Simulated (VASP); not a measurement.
# PbO (P4/nmm) in VASP: a series of runs

The runs below take PbO through electric field gradients, with LDA.

Program: VASP 6.6.1. These are calculated values, not measurements. Logs are shortened: lines on timing, memory, paths and dates and some standing lists are left out, and cuts for length are marked.

### Step 1. The cell of the first run

The structure is tetragonal, space group P4/nmm (No. 129). Conventional cell: a = 4.001 Å, b = 4.001 Å, c = 5.055 Å, α = 90.00°, β = 90.00°, γ = 90.00°. Within 3.1 Å of Pb (site symmetry 4mm) lie 4 O at 2.33 Å. O (site symmetry -4m2) has 4 Pb at 2.33 Å and 4 O at 2.83 Å within 3.1 Å.

### Step 2. Electric field gradients, LDA (volume scaled by 1.02)

Input file INCAR:

```
SYSTEM = PbO
ALGO     = Normal         ! electronic algorithm
EDIFF    = 1E-8           ! SCF threshold, eV
ENCUT    = 520            ! plane-wave cutoff, eV
GGA      = CA             ! functional
ISIF     = 2              ! what is computed and relaxed
ISMEAR   = -1             ! smearing method
LASPH    = .True.         ! aspherical terms in the spheres
LCHARG   = .False.        ! write CHGCAR
LEFG     = .True.       
LREAL    = .False.        ! projectors in reciprocal space
LWAVE    = .False.        ! write WAVECAR
NBANDS   = 28             ! bands
NELM     = 100            ! most SCF steps
PREC     = Accurate       ! precision mode
SIGMA    = 0.03           ! smearing width, eV
```

Input file KPOINTS:

```
k-points
0
Gamma
  7 7 6
  0 0 0
```

Input file POSCAR:

```
PbO
1.0
    4.0007212969      0.0000000000      0.0000000000
    0.0000000000      4.0007212969      0.0000000000
    0.0000000000      0.0000000000      5.0552592474
Pb O
2 2
Direct
    0.0000000000      0.5000000000      0.2351000000
    0.5000000000      0.0000000000      0.7649000000
    0.0000000000      0.0000000000      0.0000000000
    0.5000000000      0.5000000000      0.0000000000
```

Potentials or basis: VASP PAW LDA potentials, release 64 (Pb_d, O).

Run with:

```console
$ cat potpaw_LDA.64/Pb_d/POTCAR potpaw_LDA.64/O/POTCAR > POTCAR
$ mpirun -np 1 vasp_std > vasp.out
```

OUTCAR:

```text
SYSTEM = PbO
   EDIFF = 1E-8
   ENCUT = 520
   GGA = CA
   ISIF = 2
   ISMEAR = -1
   LASPH = .True.
   LREAL = .False.
   NELM = 100
   PREC = Accurate

 ion  position               nearest neighbor table
   1  0.000  0.500  0.235-   3 2.33   4 2.33   3 2.33   4 2.33   2 3.69   2 3.69   2 3.69   2 3.69
                             2 3.90   2 3.90   2 3.90   2 3.90
   2  0.500  0.000  0.765-   3 2.33   4 2.33   4 2.33   3 2.33   1 3.69   1 3.69   1 3.69   1 3.69
                             1 3.90   1 3.90   1 3.90   1 3.90
   3  0.000  0.000  0.000-   1 2.33   2 2.33   1 2.33   2 2.33
   4  0.500  0.500  0.000-   1 2.33   2 2.33   2 2.33   1 2.33

  LATTYP: Found a simple tetragonal cell.
 ALAT       =     4.0007212969
 C/A-ratio  =     1.2635869565

  Lattice vectors:

 A1 = (   4.0007212969,   0.0000000000,   0.0000000000)
 A2 = (   0.0000000000,   4.0007212969,   0.0000000000)
 A3 = (   0.0000000000,   0.0000000000,   5.0552592474)

Analysis of symmetry for initial positions (statically):
=====================================================================
 Subroutine PRICEL returns:
 Original cell was already a primitive cell.

 Routine SETGRP: Setting up the symmetry group for a
 simple tetragonal supercell.

 Subroutine GETGRP returns: Found 16 space group operations
 (whereof  8 operations were pure point group operations)
 out of a pool of 16 trial point group operations.

The static configuration has the point symmetry D_2d.
 The point group associated with its full space group is D_4h.

Analysis of symmetry for dynamics (positions and initial velocities):
=====================================================================
 Subroutine PRICEL returns:
 Original cell was already a primitive cell.

 Routine SETGRP: Setting up the symmetry group for a
 simple tetragonal supercell.

 Subroutine GETGRP returns: Found 16 space group operations
 (whereof  8 operations were pure point group operations)
 out of a pool of 16 trial point group operations.

The dynamic configuration has the point symmetry D_2d.
 The point group associated with its full space group is D_4h.

 Subroutine INISYM returns: Found 16 space group operations
 (whereof  8 operations are pure point group operations),
 and found     1 'primitive' translations

----------------------------------------------------------------------------------------

                                     Primitive cell

  volume of cell :      80.9133

  direct lattice vectors                    reciprocal lattice vectors
     4.000721297  0.000000000  0.000000000     0.249954927  0.000000000  0.000000000
     0.000000000  4.000721297  0.000000000     0.000000000  0.249954927  0.000000000
     0.000000000  0.000000000  5.055259247     0.000000000  0.000000000  0.197813792

  length of vectors
     4.000721297  4.000721297  5.055259247     0.249954927  0.249954927  0.197813792

  position of ions in fractional coordinates (direct lattice)
     0.000000000  0.500000000  0.235100000
     0.500000000  0.000000000  0.764900000
     0.000000000  0.000000000  0.000000000
     0.500000000  0.500000000  0.000000000

  ion indices of the primitive-cell ions
   primitive index   ion index
                 1           1
                 2           2
                 3           3
                 4           4

----------------------------------------------------------------------------------------

 KPOINTS: k-points

Automatic generation of k-mesh.
 Grid dimensions read from file:
 generate k-points for:    7    7    6

 Generating k-lattice:

  Cartesian coordinates                     Fractional coordinates (reciprocal lattice)
     0.035707847  0.000000000  0.000000000     0.142857143  0.000000000  0.000000000
     0.000000000  0.035707847  0.000000000     0.000000000  0.142857143  0.000000000
[... 44 lines left out ...]
   dimension x,y,z NGXF=    60 NGYF=   60 NGZF=   80
   ions per type =               2   2
   NGX,Y,Z   is equivalent  to a cutoff of  12.47, 12.47, 13.15 a.u.
   NGXF,Y,Z  is equivalent  to a cutoff of  24.93, 24.93, 26.31 a.u.
 SYSTEM =  PbO
   PREC   = accura    normal or accurate (medium, high low for compatibility)
   ISTART =      0    job   : 0-new  1-cont  2-samecut
   ICHARG =      2    charge: 1-file 2-atom 10-const
   ISPIN  =      1    spin polarized calculation?
   LNONCOLLINEAR =      F non collinear calculations
   LSORBIT =      F    spin-orbit coupling
   LASPH  =      T    aspherical Exc in radial PAW
   ENCUT  =  520.0 eV  38.22 Ry    6.18 a.u.   7.44  7.44  9.40*2*pi/ulx,y,z
   NELM   =    100;   NELMIN=  2; NELMDL= -5     # of ELM steps
   EDIFF  = 0.1E-07   stopping-criterion for ELM
   LREAL  =      F    real-space projection
   EDIFFG = 0.1E-06   stopping-criterion for IOM
   NSW    =      0    number of steps for IOM
   IBRION =     -1    ionic relax: 0-MD 1-quasi-New 2-CG
   NFREE  =      0    steps in history (QN), initial steepest desc. (CG)
   ISIF   =      2    stress and relaxation
   ISYM   =      2    0-nonsym 1-usesym 2-fastsym
   POTIM  = 0.5000    time-step for ionic-motion
   TEBEG  =    0.0;   TEEND  =   0.0 temperature during run
   PSTRESS=    0.0 pullay stress
   NELECT =      40.0000    total number of electrons
   NUPDOWN=      -1.0000    fix difference up-down
   EMIN   =  10.00;   EMAX   =-10.00  energy-range for DOS
   EFERMI =   0.00;   METHOD = LEGACY
   ISMEAR =    -1;   SIGMA  =   0.03  broadening in eV -4-tet -1-fermi 0-gaus
   EFERMI_NEDOS =   21; number of points for ismear=-14 and -15
   IALGO  =     38    algorithm
   IMIX   =      4    mixing-type and parameters
     AMIX     =   0.40;   BMIX     =  1.00
     AMIX_MAG =   1.60;   BMIX_MAG =  1.00
  volume/ion in A,a.u.               =      20.23       136.51
  Fermi-wavevector in a.u.,A,eV,Ry     =   1.294459  2.446172 22.798234  1.675623
  Thomas-Fermi vector in A             =   2.426040
   LORBIT       =      0    0 simple, 1 ext, 2 COOP (PROOUT), +10 PAW based schemes
   GGA     = CA    functional components
   LHFCALC =     F    Hartree Fock is set to
   AEXX    =    0.0000 exact exchange contribution
   IVDW    =     0    specifies the selected vdW correction
   LEPSILON=     F    determine dielectric tensor
   LRPA    =     F    only Hartree local field effects (RPA)
 non-spin polarized calculation
  energy-cutoff  :      520.00
  volume of cell :       80.91
 maximum number of plane-waves:      2210
 NGX is ok and might be reduce to    30
   NGX = 15   NGY = 15   NGZ = 19

 number of electron      40.0000003 magnetization

 Free energy of the ion-electron system (eV)
  ---------------------------------------------------
  ext. energy  EPLUGINS =         0.00000000
  ---------------------------------------------------
  free energy    TOTEN  =       -24.37119038 eV

  energy without entropy =      -24.37119038  energy(sigma->0) =      -24.37119038

 E-fermi :   5.2842     XC(G=0): -10.2018

 val. band max:        4.6037729445   @ k =   0.1429   0.0000   0.0000
 cond. band min:       6.0743566825   @ k =   0.4286   0.4286   0.0000
 fundamental gap:      1.4705837380
 Fermi energy:         5.2842387215

 k-point     1 :       0.0000    0.0000    0.0000
  band No.  band energies     occupation
      1     -13.4084      2.00000
      2     -12.9435      2.00000
      3     -11.3032      2.00000
      4     -11.3032      2.00000
      5     -11.2381      2.00000
      6     -11.2235      2.00000
[... 733 lines left out ...]
     27      13.8129      0.00000
     28      14.5655      0.00000

 [... further k-points ...]

------------------------ aborting loop because EDIFF is reached ----------------------------------------

  FORCE on cell =-STRESS in cart. coord.  units (eV):
  Direction    XX          YY          ZZ          XY          YZ          ZX
  --------------------------------------------------------------------------------------
  -------------------------------------------------------------------------------------
  Total       -1.7391877     -1.7391877     -1.3555535      0.0000000      0.0000000      0.0000000
  in kB      -34.4379272    -34.4379272    -26.8415271      0.0000000      0.0000000      0.0000000
  external PRESSURE =     -31.9057938 kB  Pullay stress =       0.0000000 kB

 VOLUME and BASIS-vectors are now :
 -----------------------------------------------------------------------------
  energy-cutoff  :      520.00
  volume of cell :       80.91
      direct lattice vectors                 reciprocal lattice vectors
     4.000721297  0.000000000  0.000000000     0.249954927  0.000000000  0.000000000
     0.000000000  4.000721297  0.000000000     0.000000000  0.249954927  0.000000000
     0.000000000  0.000000000  5.055259247     0.000000000  0.000000000  0.197813792

 POSITION                                       TOTAL-FORCE (eV/Angst)
 -----------------------------------------------------------------------------------
      0.00000      2.00036      1.18849         0.000000      0.000000     -0.357658
      2.00036      0.00000      3.86677         0.000000      0.000000      0.357658
      0.00000      0.00000      0.00000         0.000000     -0.000000      0.000000
      2.00036      2.00036      0.00000         0.000000      0.000000      0.000000
 -----------------------------------------------------------------------------------
    total drift:                                0.000000      0.000000     -0.000000

  FREE ENERGIE OF THE ION-ELECTRON SYSTEM (eV)
  ---------------------------------------------------
  free  energy   TOTEN  =       -24.3711903807 eV

  energy  without entropy=      -24.3711903807  energy(sigma->0) =      -24.37119038

 Electric field gradients (V/A^2)
---------------------------------------------------------------------
 ion       V_xx      V_yy      V_zz      V_xy      V_xz      V_yz
---------------------------------------------------------------------
   1     109.442   109.442  -218.884    -0.000    -0.000     0.000
   2     109.442   109.442  -218.884     0.000     0.000     0.000
   3       1.351     1.351    -2.703     0.000     0.000    -0.000
   4       1.351     1.351    -2.703    -0.000     0.000    -0.000
---------------------------------------------------------------------

 Electric field gradients after diagonalization (V/A^2)
 (convention: |V_zz| > |V_xx| > |V_yy|)
----------------------------------------------------------------------
 ion       V_xx      V_yy      V_zz     asymmetry (V_yy - V_xx)/ V_zz
----------------------------------------------------------------------
   1     109.442   109.442  -218.884       0.000
   2     109.442   109.442  -218.884       0.000
   3       1.351     1.351    -2.703       0.000
   4       1.351     1.351    -2.703       0.000
----------------------------------------------------------------------

           NMR quadrupolar parameters

 Cq : quadrupolar parameter    Cq=e*Q*V_zz/h
 eta: asymmetry parameters     (V_yy - V_xx)/ V_zz
 Q  : nuclear electric quadrupole moment in mb (millibarn)
----------------------------------------------------------------------
 ion       Cq(MHz)       eta       Q (mb)
----------------------------------------------------------------------
   1      -0.529       0.000       1.000
   2      -0.529       0.000       1.000
   3      -0.007       0.000       1.000
   4      -0.007       0.000       1.000
----------------------------------------------------------------------
```

Wall time 1.9 min (1 thread of AMD EPYC 7R43 (Zen 3), shared host); peak memory 0.17 GiB.

What came out:

* Free energy: -24.3712 eV
* Pressure: -3.2 GPa
* Largest force: 0.358 eV/Å
* Band gap on the k mesh: 1.47 eV, indirect (least direct gap 2.19 eV)

Forces in eV/Å, atoms in the order of the input:
```
Pb   0.000  0.000 -0.358
Pb   0.000  0.000  0.358
O    0.000  0.000  0.000
O    0.000  0.000  0.000
```

Levels at points of the mesh, in eV from the valence-band top:
| k point | band 18 | band 19 | band 20 | band 21 | band 22 | band 23 |
| --- | --- | --- | --- | --- | --- | --- |
| (0.00, 0.00, 0.00) | -1.62 | -1.62 | -0.01 | 2.26 | 5.26 | 5.59 |
| (0.00, 0.00, 0.50) | -1.65 | -1.65 | -0.87 | 1.80 | 3.96 | 3.96 |

Electric field gradients, principal values (V/Å²):
```csv
atom,least,middle,greatest (by size)
1 Pb,109.442,109.442,-218.884
2 Pb,109.442,109.442,-218.884
3 O,1.351,1.351,-2.703
4 O,1.351,1.351,-2.703
```

Caveat: without QUAD_EFG the Cq values of the log hold for a quadrupole moment of 1 mb, not for the nuclei; spin-orbit coupling is left out, which moves the levels of the heavy elements. A k mesh can miss the band edges.

[end of part 1 of 2]
